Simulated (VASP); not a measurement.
Set up this calculation in VASP 6.6.1, as the native input.

```
Task                   : single point
Functional             : PBE
Potentials or basis    : VASP PAW PBE potentials, release 64 (Ga_d)
Cutoff                 : 520 eV
k mesh                 : 17 × 17 × 15
Occupations            : fermi-dirac, width 0.05 eV
Spin                   : no spin polarisation
Dipole correction      : no
Further INCAR settings : ALGO = Normal; EDIFF = 1e-07; NBANDS = 12
```

The structure of Ga lies in POSCAR:

```
Ga
1.0
    2.0997137436      0.0000000000      0.0000000000
   -1.0498568718      1.8184054427      0.0000000000
    0.0000000000      0.0000000000      2.0301126829
Ga
1
Direct
    0.0000000000      0.0000000000      0.0000000000
```

This cell differs from its parent crystal: volume scaled by 0.4, source ansatz.

One way to write it, as run:

INCAR

```
PREC = Accurate
ENCUT = 520
EDIFF = 1E-7
ISMEAR = -1
SIGMA = 0.05
LREAL = F
LASPH = T
NELM = 60
ALGO = Normal
ISIF = 2
LWAVE = F
LCHARG = F
GGA = PE
NBANDS = 12
```

KPOINTS

```
Automatic mesh
0
Gamma
  17 17 15
```

Potentials or basis: VASP PAW PBE potentials, release 64 (Ga_d).

Launch:

```bash
$ cat potpaw_PBE.64/Ga_d/POTCAR > POTCAR
$ mpirun -np 1 vasp_std > vasp.out
```

Results of the run:

```yaml
Pressure: 418.8 GPa
```

Run time: 8.1 s on 1 thread of Intel(R) Xeon(R) 6975P-C (Granite Rapids), on a shared host, peak memory 0.13 GiB.
